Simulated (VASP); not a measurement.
# Al in VASP: relaxation of the atoms with PBEsol

Aim: the relaxation of the atoms of Al with PBEsol.

Program: VASP 6.6.1. These are calculated values, not measurements. Logs are shortened: lines on timing, memory, paths and dates and some standing lists are left out, and cuts for length are marked.

## 1. The cell of the first run

The cell holds a slab with vacuum, 6 atoms: a = 2.839 Å, b = 2.839 Å, c = 25.039 Å, α = 90.00°, β = 90.00°, γ = 90.00°.

## 2. Relaxation of the atoms, PBEsol

INCAR

```
SYSTEM = Al
  PREC = Accurate
  ENCUT = 520
  EDIFF = 1E-6
  ISMEAR = 0
  SIGMA = 0.1
  LREAL = .FALSE.
  LASPH = .TRUE.
  NELM = 100
  ALGO = Normal
  ISIF = 2
  LWAVE = .FALSE.
  LCHARG = .FALSE.
  LDIPOL = .TRUE.
  IDIPOL = 3
  DIPOL = 0.5 0.5 0.500
  GGA = PS
  IBRION = 2
  NSW = 80
  EDIFFG = -0.02
```

KPOINTS

```
regular mesh
0
G
  12 12 1
  0 0 0
```

POSCAR

```
Al
1.0
    2.8394270062      0.0000000000      0.0000000000
    0.0000000000      2.8394270062      0.0000000000
    0.0000000000      0.0000000000     25.0388904539
Al
6
Direct
    0.5000000000      0.5000000000      0.2995340394
    0.0000000000      0.0000000000      0.3797204236
    0.5000000000      0.5000000000      0.4599068079
    0.0000000000      0.0000000000      0.5400931921
    0.5000000000      0.5000000000      0.6202795764
    0.0000000000      0.0000000000      0.7004659606
```

Potentials or basis: VASP PAW PBE potentials, release 64 (Al).

Started as:

```console
cat potpaw_PBE.64/Al/POTCAR > POTCAR
mpirun -np 1 vasp_std > vasp.out
```

OUTCAR:

```text
SYSTEM = Al
   PREC = Accurate
   ENCUT = 520
   EDIFF = 1E-6
   ISMEAR = 0
   LREAL = .FALSE.
   LASPH = .TRUE.
   NELM = 100
   ISIF = 2
   GGA = PS
   IBRION = 2
   NSW = 80
   EDIFFG = -0.02

 ion  position               nearest neighbor table
   1  0.500  0.500  0.300-   2 2.84   2 2.84   2 2.84   2 2.84
   2  0.000  0.000  0.380-   1 2.84   1 2.84   1 2.84   1 2.84   3 2.84   3 2.84   3 2.84   3 2.84

   3  0.500  0.500  0.460-   4 2.84   4 2.84   4 2.84   4 2.84   2 2.84   2 2.84   2 2.84   2 2.84

   4  0.000  0.000  0.540-   3 2.84   3 2.84   3 2.84   3 2.84   5 2.84   5 2.84   5 2.84   5 2.84

   5  0.500  0.500  0.620-   6 2.84   6 2.84   6 2.84   6 2.84   4 2.84   4 2.84   4 2.84   4 2.84

   6  0.000  0.000  0.700-   5 2.84   5 2.84   5 2.84   5 2.84

  LATTYP: Found a simple tetragonal cell.
 ALAT       =     2.8394270062
 C/A-ratio  =     8.8182898871

  Lattice vectors:

 A1 = (   2.8394270062,   0.0000000000,   0.0000000000)
 A2 = (   0.0000000000,   2.8394270062,   0.0000000000)
 A3 = (   0.0000000000,   0.0000000000,  25.0388904539)

Analysis of symmetry for initial positions (statically):
=====================================================================
 Subroutine PRICEL returns:
 Original cell was already a primitive cell.

 Routine SETGRP: Setting up the symmetry group for a
 simple tetragonal supercell.

 Subroutine GETGRP returns: Found 16 space group operations
 (whereof  8 operations were pure point group operations)
 out of a pool of 16 trial point group operations.

The static configuration has the point symmetry C_4v.
 The point group associated with its full space group is D_4h.

Analysis of symmetry for dynamics (positions and initial velocities):
=====================================================================
 Subroutine PRICEL returns:
 Original cell was already a primitive cell.

 Routine SETGRP: Setting up the symmetry group for a
 simple tetragonal supercell.

 Subroutine GETGRP returns: Found 16 space group operations
 (whereof  8 operations were pure point group operations)
 out of a pool of 16 trial point group operations.

The dynamic configuration has the point symmetry C_4v.
 The point group associated with its full space group is D_4h.

 Subroutine INISYM returns: Found 16 space group operations
 (whereof  8 operations are pure point group operations),
 and found     1 'primitive' translations

----------------------------------------------------------------------------------------

                                     Primitive cell

  volume of cell :     201.8722

  direct lattice vectors                    reciprocal lattice vectors
     2.839427006  0.000000000  0.000000000     0.352183732  0.000000000  0.000000000
     0.000000000  2.839427006  0.000000000     0.000000000  0.352183732  0.000000000
     0.000000000  0.000000000 25.038890454     0.000000000  0.000000000  0.039937872

  length of vectors
     2.839427006  2.839427006 25.038890454     0.352183732  0.352183732  0.039937872

  position of ions in fractional coordinates (direct lattice)
     0.500000000  0.500000000  0.299534039
     0.000000000  0.000000000  0.379720424
     0.500000000  0.500000000  0.459906808
     0.000000000  0.000000000  0.540093192
     0.500000000  0.500000000  0.620279576
     0.000000000  0.000000000  0.700465961

  ion indices of the primitive-cell ions
   primitive index   ion index
                 1           1
                 2           2
                 3           3
                 4           4
                 5           5
                 6           6

----------------------------------------------------------------------------------------

 KPOINTS: regular mesh

Automatic generation of k-mesh.
[... 55 lines left out ...]
   NGXF,Y,Z  is equivalent  to a cutoff of  28.10, 28.10, 25.50 a.u.
 SYSTEM =  Al
   PREC   = accura    normal or accurate (medium, high low for compatibility)
   ISTART =      0    job   : 0-new  1-cont  2-samecut
   ICHARG =      2    charge: 1-file 2-atom 10-const
   ISPIN  =      1    spin polarized calculation?
   LNONCOLLINEAR =      F non collinear calculations
   LSORBIT =      F    spin-orbit coupling
   LASPH  =      T    aspherical Exc in radial PAW
   ENCUT  =  520.0 eV  38.22 Ry    6.18 a.u.   5.28  5.28 46.56*2*pi/ulx,y,z
   NELM   =    100;   NELMIN=  2; NELMDL= -5     # of ELM steps
   EDIFF  = 0.1E-05   stopping-criterion for ELM
   LREAL  =      F    real-space projection
   EDIFFG = -.2E-01   stopping-criterion for IOM
   NSW    =     80    number of steps for IOM
   IBRION =      2    ionic relax: 0-MD 1-quasi-New 2-CG
   NFREE  =      1    steps in history (QN), initial steepest desc. (CG)
   ISIF   =      2    stress and relaxation
   ISYM   =      2    0-nonsym 1-usesym 2-fastsym
   POTIM  = 0.5000    time-step for ionic-motion
   TEBEG  =    0.0;   TEEND  =   0.0 temperature during run
   PSTRESS=    0.0 pullay stress
   NELECT =      18.0000    total number of electrons
   NUPDOWN=      -1.0000    fix difference up-down
   EMIN   =  10.00;   EMAX   =-10.00  energy-range for DOS
   EFERMI =   0.00;   METHOD = LEGACY
   ISMEAR =     0;   SIGMA  =   0.10  broadening in eV -4-tet -1-fermi 0-gaus
   EFERMI_NEDOS =   21; number of points for ismear=-14 and -15
   IALGO  =     38    algorithm
   IMIX   =      4    mixing-type and parameters
     AMIX     =   0.40;   BMIX     =  1.00
     AMIX_MAG =   1.60;   BMIX_MAG =  1.00
  volume/ion in A,a.u.               =      33.65       227.05
  Fermi-wavevector in a.u.,A,eV,Ry     =   0.731375  1.382099  7.277886  0.534910
  Thomas-Fermi vector in A             =   1.823576
   LORBIT       =      0    0 simple, 1 ext, 2 COOP (PROOUT), +10 PAW based schemes
   GGA     = PS    functional components
   LHFCALC =     F    Hartree Fock is set to
   AEXX    =    0.0000 exact exchange contribution
   IVDW    =     0    specifies the selected vdW correction
   LEPSILON=     F    determine dielectric tensor
   LRPA    =     F    only Hartree local field effects (RPA)
 conjugate gradient relaxation of ions
 non-spin polarized calculation
 Gauss-broadening in eV      SIGMA  =   0.10
  energy-cutoff  :      520.00
  volume of cell :      201.87
 maximum number of plane-waves:      5493
 NGX is ok and might be reduce to    24
   NGX = 11   NGY = 11   NGZ = 93

--------------------------------------- Ionic step        1  -------------------------------------------

 number of electron      18.0000000 magnetization

 Free energy of the ion-electron system (eV)
  ---------------------------------------------------
  ext. energy  EPLUGINS =         0.00000000
  ---------------------------------------------------
  free energy    TOTEN  =       -23.47037387 eV

  energy without entropy =      -23.45589192  energy(sigma->0) =      -23.46313290

------------------------ aborting loop because EDIFF is reached ----------------------------------------

  FORCE on cell =-STRESS in cart. coord.  units (eV):
  Direction    XX          YY          ZZ          XY          YZ          ZX
  --------------------------------------------------------------------------------------
  -------------------------------------------------------------------------------------
  Total       -1.3325966     -1.3325966     -0.2946546      0.0000000      0.0000000      0.0000000
  in kB      -10.5762761    -10.5762761     -2.3385539      0.0000000      0.0000000      0.0000000
  external PRESSURE =      -7.8303687 kB  Pullay stress =       0.0000000 kB
[... 67 lines left out ...]
--------------------------------------- Ionic step        3  -------------------------------------------

 number of electron      18.0000000 magnetization

 dipolmoment           0.000000      0.000000      0.000000 electrons x Angstroem

------------------------ aborting loop because EDIFF is reached ----------------------------------------

  FORCE on cell =-STRESS in cart. coord.  units (eV):
  Direction    XX          YY          ZZ          XY          YZ          ZX
  --------------------------------------------------------------------------------------
  -------------------------------------------------------------------------------------
  Total       -1.2884607     -1.2884607     -0.2600924      0.0000000      0.0000000     -0.0000000
  in kB      -10.2259875    -10.2259875     -2.0642473      0.0000000      0.0000000     -0.0000000
  external PRESSURE =      -7.5054074 kB  Pullay stress =       0.0000000 kB
[... 27 lines left out ...]
--------------------------------------- Ionic step        4  -------------------------------------------

 number of electron      18.0000000 magnetization

 dipolmoment           0.000000      0.000000     -0.000000 electrons x Angstroem

 Free energy of the ion-electron system (eV)
  ---------------------------------------------------
  ext. energy  EPLUGINS =         0.00000000
  ---------------------------------------------------
  free energy    TOTEN  =       -23.47110195 eV

  energy without entropy =      -23.45795889  energy(sigma->0) =      -23.46453042

 E-fermi :   1.7670     XC(G=0):  -5.7243

 val. band max:        1.7305482393   @ k =   0.4167   0.3333   0.0000
 cond. band min:       1.8016588644   @ k =   0.3333   0.0000   0.0000
 fundamental gap:      0.0711106251
 Fermi energy:         1.7670151407

 k-point     1 :       0.0000    0.0000    0.0000
  band No.  band energies     occupation
      1      -9.2937      2.00000
      2      -8.6311      2.00000
      3      -7.5121      2.00000
      4      -6.0498      2.00000
      5      -4.2084      2.00000
      6      -2.0176      2.00000
      7      -0.4845      2.00000
      8       2.3592      0.00000
      9       4.4079      0.00000
     10       5.7135      0.00000
     11       6.0986      0.00000
     12       7.2175      0.00000
     13       7.5560      0.00000
[... 354 lines left out ...]
  band No.  band energies     occupation
      1      -4.1787      2.00000
      2      -3.5391      2.00000
      3      -2.4560      2.00000
      4      -1.3528      2.00000
      5      -1.0322      2.00000
      6      -0.7210      2.00000
      7       0.3469      2.00000
      8       0.7463      2.00000
      9       1.7305      1.39395
     10       1.8387      0.31066
     11       2.5472      0.00000
     12       2.9138      0.00000
     13       3.5122      0.00000

 [... further k-points ...]

------------------------ aborting loop because EDIFF is reached ----------------------------------------

 vacuum level on the upper side and lower side of the slab       (xc-potential included)        -0.008        -0.008

  FORCE on cell =-STRESS in cart. coord.  units (eV):
  Direction    XX          YY          ZZ          XY          YZ          ZX
  --------------------------------------------------------------------------------------
  -------------------------------------------------------------------------------------
  Total       -1.2779045     -1.2779045     -0.2247812      0.0000000      0.0000000      0.0000000
  in kB      -10.1422077    -10.1422077     -1.7839967      0.0000000      0.0000000      0.0000000
  external PRESSURE =      -7.3561374 kB  Pullay stress =       0.0000000 kB
[... 21 lines left out ...]
  FREE ENERGIE OF THE ION-ELECTRON SYSTEM (eV)
  ---------------------------------------------------
  free  energy   TOTEN  =       -23.4711019469 eV

  energy  without entropy=      -23.4579588915  energy(sigma->0) =      -23.46453042

 reached required accuracy - stopping structural energy minimisation

 vacuum level on the upper side and lower side of the slab         6.042         6.042
```

Wall time 4.9 min (1 thread of Intel Xeon 8259CL, shared host); peak memory 0.35 GiB.

Results:

```yaml
Free_energy: -23.4711 eV
Energy_gained_by_relaxing: 0.1 meV/atom
Ionic_steps: 4
Largest_force_after_relaxing: 0.019 eV/Å
Band_gap_on_the_k_mesh: zero (bands 9 and 10 overlap by 4.46 eV)
```

Forces in eV/Å, atoms in the order of the input:
```
Al   0.000  0.000  0.019
Al   0.000  0.000 -0.001
Al   0.000  0.000  0.013
Al   0.000  0.000 -0.013
Al   0.000  0.000  0.001
Al   0.000  0.000 -0.019
```

The path:
```tsv
step	energy change (eV)	largest force (eV/Å)	pressure (GPa)
1	0.0000	0.0528	-0.78
2	-0.0003	0.0321	-0.77
3	-0.0006	0.0276	-0.75
4	-0.0007	0.0192	-0.74
```

Final structure:
```
Al
1.0
     2.83943    0.00000    0.00000
     0.00000    2.83943    0.00000
     0.00000    0.00000   25.03889
Al
6
Direct
  0.50000 0.50000 0.29982
  0.00000 0.00000 0.37980
  0.50000 0.50000 0.45958
  0.00000 0.00000 0.54042
  0.50000 0.50000 0.62020
  0.00000 0.00000 0.70018
```

Caveat: the PAW data sets were made with another functional, which shifts forces and pressure a little.

The gap in the log of VASP goes by the Fermi energy; the results here count the filled bands.